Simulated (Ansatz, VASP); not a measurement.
**One calculation of Ta2Al5, two programs**

```
Ta Al
1.0
     0.00000   -3.83702    0.00000
    -4.75170    1.91851   -0.01082
     0.71091    0.00000   -6.24152
Ta Al
2 5
Cartesian
  -0.1091 -1.9185 -4.4877
  -3.9316 0.0000 -1.7646
  -1.0818 0.0000 -2.6544
  -2.0679 0.0000 -5.3446
  -2.9589 -1.9185 -3.5979
  -1.9729 -1.9185 -0.9077
  -4.0408 -1.9185 -6.2523
```

Alike in both runs: task single point; functional PBE; k mesh 6 × 6 × 4; occupations gaussian, width 0.2 eV; no spin polarisation.

|  | VASP | Ansatz |
| --- | --- | --- |
| version | VASP 6.6.1 | Ansatz 0.2.0 |
| potentials or method | VASP PAW PBE potentials, release 64 (Ta_pv, Al), cutoff 520 eV | scalar-relativistic, plane waves, PAW |
| valence electrons in the cell | 37 | 41 |

Ansatz gave:

| Quantity | Value |
| --- | --- |
| gap on the k mesh at the Fermi level (eV) | none |
| pressure (GPa) | 0.0 |
| traceless stress, the component that is largest in VASP (GPa) | -0.16 |
| rms of the force components (eV/Å) | 0.010 |

Task: Which values does VASP return?

Result: gap on the k mesh at the Fermi level (eV): none; pressure (GPa): 0.0; traceless stress, the component that is largest in VASP (GPa): -0.17; rms of the force components (eV/Å): 0.010.

Atom by atom the forces differ by 0.001 eV/Å (rms over components). A gap of «none» marks a metal or a gap that the smearing closes. VASP's potentials hold 37 valence electrons a cell and Ansatz's 41, so a difference there can come from the potentials and not from the codes.

Neither program's run includes spin-orbit coupling.
